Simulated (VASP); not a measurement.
# CuSi16 (a cell with a defect) in VASP: further runs

CuSi16 (a cell with a defect) is run at these levels: PBEsol; tasks: single point.

Everything below comes from runs of VASP 6.6.1. Logs are shortened: lines on timing, memory, paths and dates and some standing lists are left out, and cuts for length are marked.

**1. The cell of the first run**

The cell holds a defect, 17 atoms: a = 7.679 Å, b = 7.679 Å, c = 7.679 Å, α = 60.00°, β = 60.00°, γ = 60.00°.

**2. Single point, PBEsol**

Input file INCAR:

```
SYSTEM = CuSi16
PREC = Accurate ; ENCUT = 520
EDIFF = 1E-7 ; ISMEAR = -1
SIGMA = 0.02 ; LREAL = Auto
LASPH = .True. ; NELM = 60
ALGO = Normal ; ISIF = 2
LWAVE = .False. ; LCHARG = .False.
GGA = PS ; NELECT = 74.0
NBANDS = 52
```

Input file KPOINTS:

```
Automatic mesh
0
Gamma
  2 2 2
  0 0 0
```

Input file POSCAR:

```
CuSi16
1.0
    0.0000000000      5.4300000000      5.4300000000
    5.4300000000      0.0000000000      5.4300000000
    5.4300000000      5.4300000000      0.0000000000
Si Cu
16 1
Direct
   -0.0145349012     -0.0141653835      0.0414344858
    0.1315811553      0.1305519384      0.1194029755
    0.0009998829      0.0001042231      0.5086299984
    0.1108411157      0.1098599352      0.6687606096
    0.0047747317      0.5058393848     -0.0171513890
    0.1330715017      0.6171898462      0.1185819134
    0.0020120330      0.4893240539      0.5078323091
    0.1353471412      0.6279088474      0.6081829448
    0.5065260025      0.0039016789     -0.0169660270
    0.6165322698      0.1325399470      0.1195423192
    0.4893994569      0.0014286726      0.5079640730
    0.6287762526      0.1340453606      0.6083911258
    0.5077628763      0.5073940823     -0.0173924870
    0.6318205468      0.6307640297      0.1082189365
    0.5070734707      0.5059173888      0.4816901082
    0.6296780066      0.6289584629      0.6079476916
    0.2316000577      0.2350450318      0.2983094122
```

Potentials or basis: VASP PAW PBE potentials, release 64 (Si, Cu).

Run with:

```console
> cat potpaw_PBE.64/Si/POTCAR potpaw_PBE.64/Cu/POTCAR > POTCAR
> mpirun -np 1 vasp_std > vasp.out
```

OUTCAR:

```text
SYSTEM = CuSi16
   PREC = Accurate
   ENCUT = 520
   EDIFF = 1E-7
   ISMEAR = -1
   LREAL = Auto
   LASPH = .True.
   NELM = 60
   ISIF = 2
   GGA = PS
   NELECT = 74.0

 ion  position               nearest neighbor table
   1  0.985  0.986  0.041-   6 2.33   2 2.33  10 2.33   4 2.34
   2  0.132  0.131  0.119-   1 2.33   9 2.35   5 2.35  17 2.43   3 2.44
   3  0.001  0.000  0.509-   8 2.34  12 2.34   4 2.39   2 2.44  17 2.53
   4  0.111  0.110  0.669-  17 2.32   1 2.34  11 2.38   7 2.39   3 2.39
   5  0.005  0.506  0.983-  14 2.34   8 2.35   2 2.35   6 2.36  17 2.96
   6  0.133  0.617  0.119-   1 2.33  13 2.35   5 2.36  17 2.42   7 2.44
   7  0.002  0.489  0.508-   8 2.34  16 2.34   4 2.39   6 2.44  17 2.52
   8  0.135  0.628  0.608-  15 2.33   3 2.34   7 2.34   5 2.35
   9  0.507  0.004  0.983-  14 2.34  12 2.35   2 2.35  10 2.35
  10  0.617  0.133  0.120-   1 2.33  13 2.35   9 2.35  11 2.44  17 2.44
  11  0.489  0.001  0.508-  12 2.34  16 2.34   4 2.38  10 2.44  17 2.54
  12  0.629  0.134  0.608-  15 2.33   3 2.34  11 2.34   9 2.35
  13  0.508  0.507  0.983-  14 2.34  16 2.35   6 2.35  10 2.35
  14  0.632  0.631  0.108-   5 2.34  13 2.34   9 2.34  15 2.34
  15  0.507  0.506  0.482-   8 2.33  12 2.33  16 2.33  14 2.34
  16  0.630  0.629  0.608-  15 2.33   7 2.34  11 2.34  13 2.35
  17  0.232  0.235  0.298-   4 2.32   6 2.42   2 2.43  10 2.44   7 2.52   3 2.53  11 2.54   5 2.96

  LATTYP: Found a face centered cubic cell.
 ALAT       =    10.8600000000

  Lattice vectors:

 A1 = (   0.0000000000,   5.4300000000,   5.4300000000)
 A2 = (   5.4300000000,   0.0000000000,   5.4300000000)
 A3 = (   5.4300000000,   5.4300000000,   0.0000000000)

Analysis of symmetry for initial positions (statically):
=====================================================================
 Subroutine PRICEL returns:
 Original cell was already a primitive cell.

 Routine SETGRP: Setting up the symmetry group for a
 face centered cubic supercell.

 Subroutine GETGRP returns: Found  1 space group operations
 (whereof  1 operations were pure point group operations)
 out of a pool of 48 trial point group operations.

The static configuration has the point symmetry C_1 .

Analysis of symmetry for dynamics (positions and initial velocities):
=====================================================================
 Subroutine PRICEL returns:
 Original cell was already a primitive cell.

 Routine SETGRP: Setting up the symmetry group for a
 face centered cubic supercell.

 Subroutine GETGRP returns: Found  1 space group operations
 (whereof  1 operations were pure point group operations)
 out of a pool of 48 trial point group operations.

The dynamic configuration has the point symmetry C_1 .

 Subroutine INISYM returns: Found  1 space group operations
 (whereof  1 operations are pure point group operations),
 and found     1 'primitive' translations

----------------------------------------------------------------------------------------

                                     Primitive cell

  volume of cell :     320.2060

  direct lattice vectors                    reciprocal lattice vectors
     0.000000000  5.430000000  5.430000000    -0.092081031  0.092081031  0.092081031
     5.430000000  0.000000000  5.430000000     0.092081031 -0.092081031  0.092081031
     5.430000000  5.430000000  0.000000000     0.092081031  0.092081031 -0.092081031

  length of vectors
     7.679179644  7.679179644  7.679179644     0.159489025  0.159489025  0.159489025

  position of ions in fractional coordinates (direct lattice)
     0.985465099  0.985834617  0.041434486
     0.131581155  0.130551938  0.119402976
     0.000999883  0.000104223  0.508629998
     0.110841116  0.109859935  0.668760610
     0.004774732  0.505839385  0.982848611
     0.133071502  0.617189846  0.118581913
[... 9 lines left out ...]
     0.629678007  0.628958463  0.607947692
     0.231600058  0.235045032  0.298309412

  ion indices of the primitive-cell ions
   primitive index   ion index
                 1           1
                 2           2
                 3           3
                 4           4
                 5           5
                 6           6
[... 9 lines left out ...]
                16          16
                17          17

----------------------------------------------------------------------------------------

 KPOINTS: Automatic mesh

Automatic generation of k-mesh.
 Grid dimensions read from file:
 generate k-points for:    2    2    2

 Generating k-lattice:

  Cartesian coordinates                     Fractional coordinates (reciprocal lattice)
    -0.046040516  0.046040516  0.046040516     0.500000000  0.000000000  0.000000000
     0.046040516 -0.046040516  0.046040516     0.000000000  0.500000000  0.000000000
     0.046040516  0.046040516 -0.046040516     0.000000000  0.000000000  0.500000000

  Length of vectors
     0.079744512  0.079744512  0.079744512

  Shift w.r.t. Gamma in fractional coordinates (k-lattice)
     0.000000000  0.000000000  0.000000000

 Subroutine IBZKPT returns following result:
 ===========================================

 Found      8 irreducible k-points:

 Following reciprocal coordinates:
            Coordinates               Weight
  0.000000  0.000000  0.000000      1.000000
  0.500000  0.000000  0.000000      1.000000
  0.000000  0.500000  0.000000      1.000000
  0.000000  0.000000  0.500000      1.000000
  0.500000  0.500000  0.500000      1.000000
  0.500000  0.500000  0.000000      1.000000
  0.000000  0.500000  0.500000      1.000000
  0.500000  0.000000  0.500000      1.000000
   k-points           NKPTS =      8   k-points in BZ     NKDIM =      8   number of bands    NBANDS=     52
   number of dos      NEDOS =    301   number of ions     NIONS =     17
   total plane-waves  NPLWV = 216000
   dimension x,y,z NGX =    60 NGY =   60 NGZ =   60
   dimension x,y,z NGXF=   120 NGYF=  120 NGZF=  120
   ions per type =              16   1
   NGX,Y,Z   is equivalent  to a cutoff of  12.99, 12.99, 12.99 a.u.
   NGXF,Y,Z  is equivalent  to a cutoff of  25.98, 25.98, 25.98 a.u.
 SYSTEM =  CuSi16
   PREC   = accura    normal or accurate (medium, high low for compatibility)
   ISTART =      0    job   : 0-new  1-cont  2-samecut
   ICHARG =      2    charge: 1-file 2-atom 10-const
   ISPIN  =      1    spin polarized calculation?
   LNONCOLLINEAR =      F non collinear calculations
   LSORBIT =      F    spin-orbit coupling
   LASPH  =      T    aspherical Exc in radial PAW
   ENCUT  =  520.0 eV  38.22 Ry    6.18 a.u.  14.28 14.28 14.28*2*pi/ulx,y,z
   NELM   =     60;   NELMIN=  2; NELMDL= -5     # of ELM steps
   EDIFF  = 0.1E-06   stopping-criterion for ELM
   LREAL  =      T    real-space projection
   EDIFFG = 0.1E-05   stopping-criterion for IOM
   NSW    =      0    number of steps for IOM
   IBRION =     -1    ionic relax: 0-MD 1-quasi-New 2-CG
   NFREE  =      0    steps in history (QN), initial steepest desc. (CG)
   ISIF   =      2    stress and relaxation
   ISYM   =      2    0-nonsym 1-usesym 2-fastsym
   POTIM  = 0.5000    time-step for ionic-motion
   TEBEG  =    0.0;   TEEND  =   0.0 temperature during run
   PSTRESS=    0.0 pullay stress
   NELECT =      74.0000    total number of electrons
   NUPDOWN=      -1.0000    fix difference up-down
   EMIN   =  10.00;   EMAX   =-10.00  energy-range for DOS
   EFERMI =   0.00;   METHOD = LEGACY
   ISMEAR =    -1;   SIGMA  =   0.02  broadening in eV -4-tet -1-fermi 0-gaus
   EFERMI_NEDOS =   21; number of points for ismear=-14 and -15
   IALGO  =     38    algorithm
   IMIX   =      4    mixing-type and parameters
     AMIX     =   0.40;   BMIX     =  1.00
     AMIX_MAG =   1.60;   BMIX_MAG =  1.00
  volume/ion in A,a.u.               =      18.84       127.11
  Fermi-wavevector in a.u.,A,eV,Ry     =   1.004636  1.898488 13.732283  1.009294
  Thomas-Fermi vector in A             =   2.137265
   LORBIT       =      0    0 simple, 1 ext, 2 COOP (PROOUT), +10 PAW based schemes
   GGA     = PS    functional components
   LHFCALC =     F    Hartree Fock is set to
   AEXX    =    0.0000 exact exchange contribution
   IVDW    =     0    specifies the selected vdW correction
   LEPSILON=     F    determine dielectric tensor
   LRPA    =     F    only Hartree local field effects (RPA)
 non-spin polarized calculation
  energy-cutoff  :      520.00
  volume of cell :      320.21
 maximum number of plane-waves:      8646
 NGX is ok and might be reduce to    60
   NGX = 29   NGY = 29   NGZ = 29

 number of electron      74.0000000 magnetization

 Free energy of the ion-electron system (eV)
  ---------------------------------------------------
  ext. energy  EPLUGINS =         0.00000000
  ---------------------------------------------------
  free energy    TOTEN  =      -100.07935545 eV

  energy without entropy =     -100.07934788  energy(sigma->0) =     -100.07935166

 E-fermi :   6.3521     XC(G=0):  -9.7567

 val. band max:        6.1513687974   @ k =   0.0000   0.0000   0.0000
 cond. band min:       6.5438079980   @ k =   0.0000   0.0000   0.0000
 fundamental gap:      0.3924392006
 Fermi energy:         6.3521376484

 k-point     1 :       0.0000    0.0000    0.0000
  band No.  band energies     occupation
      1      -5.9699      2.00000
      2      -3.6187      2.00000
      3      -3.5461      2.00000
      4      -3.5248      2.00000
      5      -3.5234      2.00000
      6      -2.1085      2.00000
[... 41 lines left out ...]
     48       8.3336      0.00000
     49       8.6758      0.00000

 k-point     2 :       0.5000    0.0000    0.0000
  band No.  band energies     occupation
      1      -5.3066      2.00000
      2      -4.9947      2.00000
      3      -3.3716      2.00000
      4      -3.3179      2.00000
      5      -3.2211      2.00000
      6      -3.0888      2.00000
[... 304 lines left out ...]
 k-point     8 :       0.5000    0.0000    0.5000
  band No.  band energies     occupation
      1      -5.0142      2.00000
      2      -4.7842      2.00000
      3      -3.9379      2.00000
      4      -3.8419      2.00000
      5      -3.8086      2.00000
      6      -3.7855      2.00000
[... 41 lines left out ...]
     48      10.3644      0.00000
     49      10.3752      0.00000
 [bands above 49 left out]

------------------------ aborting loop because EDIFF is reached ----------------------------------------

  FORCE on cell =-STRESS in cart. coord.  units (eV):
  Direction    XX          YY          ZZ          XY          YZ          ZX
  --------------------------------------------------------------------------------------
  -------------------------------------------------------------------------------------
  Total       -5.8937346     -5.9834436     -5.9011935      0.2938726     -0.2967591     -0.3145271
  in kB      -29.4897895    -29.9386562    -29.5271109      1.4704157     -1.4848586     -1.5737626
  external PRESSURE =     -29.6518522 kB  Pullay stress =       0.0000000 kB

 VOLUME and BASIS-vectors are now :
 -----------------------------------------------------------------------------
  energy-cutoff  :      520.00
  volume of cell :      320.21
      direct lattice vectors                 reciprocal lattice vectors
     0.000000000  5.430000000  5.430000000    -0.092081031  0.092081031  0.092081031
     5.430000000  0.000000000  5.430000000     0.092081031 -0.092081031  0.092081031
     5.430000000  5.430000000  0.000000000     0.092081031  0.092081031 -0.092081031

 POSITION                                       TOTAL-FORCE (eV/Angst)
 -----------------------------------------------------------------------------------
      5.57807      5.57606     10.70416        -0.000504     -0.007262      0.011117
      1.35726      1.36284      1.42338         0.005521     -0.002146     -0.027607
      2.76243      2.76729      0.00600        -0.011720     -0.010606      0.018902
      4.22791      4.23324      1.19841         0.014168     -0.010519     -0.025892
      8.08358      5.36279      2.77263        -0.004326      0.002517      0.008367
      3.99524      1.36648      4.07392         0.035812     -0.025248      0.001581
[... 9 lines left out ...]
      6.71640      6.72031      6.83440         0.008433      0.004200     -0.004495
      2.89611      2.87741      2.53388        -0.028576     -0.000698     -0.006094
 -----------------------------------------------------------------------------------
    total drift:                                0.000520     -0.000428     -0.001739

  FREE ENERGIE OF THE ION-ELECTRON SYSTEM (eV)
  ---------------------------------------------------
  free  energy   TOTEN  =      -100.0793554451 eV

  energy  without entropy=     -100.0793478846  energy(sigma->0) =     -100.07935166
```

Wall time 15 min (1 thread of Intel Xeon 8259CL, shared host); peak memory 0.49 GiB.

What came out:

* Free energy: -100.0794 eV
* Largest force: 0.044 eV/Å

Forces on the atoms (eV/Å):
```
Si  -0.001 -0.007  0.011
Si   0.006 -0.002 -0.028
Si  -0.012 -0.011  0.019
Si   0.014 -0.011 -0.026
Si  -0.004  0.003  0.008
Si   0.036 -0.025  0.002
Si   0.020 -0.011  0.009
Si   0.010  0.002 -0.009
Si  -0.011  0.007  0.002
Si  -0.016  0.018  0.001
Si  -0.023  0.026  0.019
Si   0.005  0.006 -0.008
Si  -0.008  0.002  0.012
Si   0.011 -0.002 -0.011
Si  -0.007  0.001  0.009
Si   0.008  0.004 -0.004
Cu  -0.029 -0.001 -0.006
```

Caveat: the k points lie up to 0.50 Å⁻¹ apart; the cell carries a net charge on a neutralising background, which shifts energy and pressure; the cell is charged against a uniform background, so pressure and absolute levels hang on convention; the PAW data sets were made with another functional, which shifts forces and pressure a little.

**3. Single point, PBEsol**

Input file INCAR:

```
ALGO = Normal
EDIFF = 1E-7
ENCUT = 520
GGA = PS
ISIF = 2
ISMEAR = -1
LASPH = True
LCHARG = False
LREAL = Auto
LWAVE = False
NBANDS = 52
NELECT = 74.0
NELM = 60
PREC = Accurate
SIGMA = 0.02
```

Input file KPOINTS:

```
k-points
0
Gamma
  2 2 2
```

Input file POSCAR:

```
CuSi16
1.0
    0.0000000000      5.4300000000      5.4300000000
    5.4300000000      0.0000000000      5.4300000000
    5.4300000000      5.4300000000      0.0000000000
Si Cu
16 1
Direct
    0.0152180940     -0.0331583746      0.0088559300
    0.1215659866      0.1139773714      0.1267666711
   -0.0231924573      0.0014396592      0.5106237837
    0.1212683843      0.1139233775      0.6374204488
    0.0057962277      0.4861419324      0.0009974633
    0.1356846069      0.5956654779      0.1341237791
    0.0056681329      0.4860875607      0.5067039142
    0.1150647662      0.6274449307      0.6284586951
    0.5108043061     -0.0031122125     -0.0142690571
    0.6410968043      0.1118809719      0.1233464675
    0.5104932405     -0.0029009501      0.5063412958
    0.6049670758      0.1603162540      0.6171797279
    0.5096544377      0.4845393943      0.0026967228
    0.6316103197      0.6232588130      0.1146925362
    0.4911161534      0.5327308796      0.4878830392
    0.6314768014      0.6234728537      0.6300018233
    0.3412123598     -0.0378439592      0.3482150690
```

Potentials or basis: VASP PAW PBE potentials, release 64 (Si, Cu).

Run with:

```console
> cat potpaw_PBE.64/Si/POTCAR potpaw_PBE.64/Cu/POTCAR > POTCAR
> mpirun -np 1 vasp_std > vasp.out
```

Wall time 16 min (1 thread of Intel Xeon 8259CL, shared host); peak memory 0.5 GiB.

The run converged. Its results:

* Free energy: -100.0892 eV
* Largest force: 0.010 eV/Å

Forces on the atoms (eV/Å):
```
Si   0.001 -0.002 -0.004
Si  -0.004  0.003  0.000
Si   0.004 -0.006 -0.004
Si   0.001  0.008  0.002
Si  -0.001 -0.001 -0.004
Si   0.000  0.000  0.002
Si   0.000 -0.001 -0.002
Si   0.001  0.000  0.004
Si   0.001 -0.010  0.003
Si  -0.002  0.003  0.001
Si   0.008  0.001  0.005
Si   0.000  0.001  0.002
Si   0.000  0.000 -0.003
Si   0.000 -0.003  0.004
Si  -0.002  0.003 -0.004
Si   0.002  0.001  0.002
Cu  -0.009  0.002 -0.004
```

Levels at points of the mesh, in eV from the Fermi level:
```
           k point  band 33  band 34  band 35  band 36  band 37  band 38  band 39  band 40  band 41  band 42
(0.00, 0.00, 0.00)    -1.10    -1.05    -0.69    -0.20    -0.06     0.06     0.26     0.48     0.50     0.58
(0.50, 0.00, 0.00)    -2.06    -0.94    -0.90    -0.90    -0.81     0.42     1.05     1.12     1.22     1.32
(0.00, 0.50, 0.00)    -2.17    -0.91    -0.89    -0.65    -0.53     0.44     0.89     1.25     1.29     1.48
(0.00, 0.00, 0.50)    -2.04    -0.96    -0.91    -0.86    -0.76     0.47     1.02     1.14     1.21     1.34
(0.50, 0.50, 0.50)    -2.04    -0.96    -0.91    -0.86    -0.76     0.47     1.02     1.14     1.21     1.34
(0.50, 0.50, 0.00)    -1.88    -1.52    -1.51    -1.42    -1.15     0.59     0.87     1.85     1.97     2.09
(0.00, 0.50, 0.50)    -1.85    -1.53    -1.49    -1.44    -1.12     0.58     0.88     1.84     1.98     2.10
(0.50, 0.00, 0.50)    -1.85    -1.53    -1.49    -1.44    -1.12     0.58     0.88     1.84     1.98     2.10
```

Caveat: the k points lie up to 0.50 Å⁻¹ apart; the cell carries a net charge on a neutralising background, which shifts energy and pressure; the cell is charged against a uniform background, so pressure and absolute levels hang on convention; the PAW data sets were made with another functional, which shifts forces and pressure a little.

(Part 1 of 2 ends here.)
